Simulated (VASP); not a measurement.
## ZrH2Br: single point with PBE

Crystal: ZrH2Br.

```
Zr H Br
1.0
     3.56193    0.00000    0.00000
    -1.78097    3.08472    0.00000
     0.00000    0.00000    6.12195
Zr H Br
1 2 1
Direct
  0.00000 0.00000 0.00000
  0.33333 0.66667 0.23864
  0.66667 0.33333 0.76136
  0.00000 0.00000 0.50000
```

```
Program             : VASP 6.6.1
Task                : single point
Functional          : PBE
Potentials or basis : VASP PAW PBE potentials, release 64 (Zr_sv, H, Br)
Cutoff              : 520 eV
k mesh              : 6 × 6 × 4
Occupations         : gaussian, width 0.1 eV
Spin                : no spin polarisation
```

```yaml
Pressure: -12.9 GPa
Largest_force: 1.986 eV/Å
```

Forces on the atoms (eV/Å):
```
Zr   0.000  0.000  0.000
H    0.000  0.000 -1.986
H    0.000  0.000  1.986
Br   0.000  0.000  0.000
```

Stress tensor (GPa, compression positive):
```
 -8.38   0.00   0.00
  0.00  -8.38   0.00
  0.00   0.00 -22.01
```

Levels at points of the mesh, in eV from the Fermi level:
| k point | band 7 | band 8 | band 9 | band 10 | band 11 | band 12 | band 13 | band 14 |
| --- | --- | --- | --- | --- | --- | --- | --- | --- |
| (0.00, 0.00, 0.00) | -4.96 | -0.44 | -0.44 | 0.12 | 0.60 | 0.60 | 0.74 | 1.93 |
| (0.50, 0.00, 0.00) | -3.79 | -3.05 | -1.22 | -1.18 | -0.57 | 1.26 | 1.37 | 3.08 |
| (0.00, 0.00, 0.50) | -2.83 | -2.17 | -0.59 | -0.59 | 0.61 | 0.61 | 2.25 | 2.25 |
| (0.50, 0.00, 0.50) | -3.85 | -2.69 | -2.14 | -1.38 | -0.31 | 1.81 | 3.08 | 3.37 |

Wall time 25 s on 1 thread of Intel(R) Xeon(R) Platinum 8259CL CPU @ 2.50GHz (Skylake/Cascade Lake) (shared host), peak memory 0.2 GiB.

Caveat: an odd number of electrons without spin polarisation forces a metal; a magnetic or distorted state may lie lower.
